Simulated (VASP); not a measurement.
Here is a VASP 6.6.1 calculation.

Contents of INCAR:

```
SYSTEM = Cd
PREC = Accurate
ENCUT = 500
EDIFF = 1E-6
ISMEAR = 0
SIGMA = 0.1
LREAL = .FALSE.
LASPH = .TRUE.
NELM = 120
ALGO = Normal
ISIF = 2
LWAVE = .FALSE.
LCHARG = .FALSE.
GGA = PS
NBANDS = 19
GGA_COMPAT = .FALSE.
```

KPOINTS

```
regular mesh
0
G
  6 6 4
  0 0 0
```

POSCAR

```
Cd
1.0
    2.9538387824      0.0000000000      0.0000000000
   -1.4769193912      2.5580994243      0.0000000000
    0.0000000000      0.0000000000      5.5704406252
Cd
2
Direct
    0.3333333333      0.6666666667      0.2500000000
    0.6666666667      0.3333333333      0.7500000000
```

Potentials or basis: VASP PAW PBE potentials, release 64 (Cd).

Launch:

```console
$ cat potpaw_PBE.64/Cd/POTCAR > POTCAR
$ mpirun -np 1 vasp_std > vasp.out
```

**Question.** What does it give for the band gap on the k mesh?

**Answer.** Zero (bands 12 and 13 overlap by 4.04 eV).

**Question.** Predict the pressure.

**Answer.** 1.4 GPa.

Stress tensor (GPa, compression positive):
```
1.47 0.00 0.00
0.00 1.47 0.00
0.00 0.00 1.16
```

Caveat: the k points lie up to 0.41 Å⁻¹ apart, too coarse for converged energies and pressures of a metal; the PAW data sets were made with another functional, which shifts forces and pressure a little.
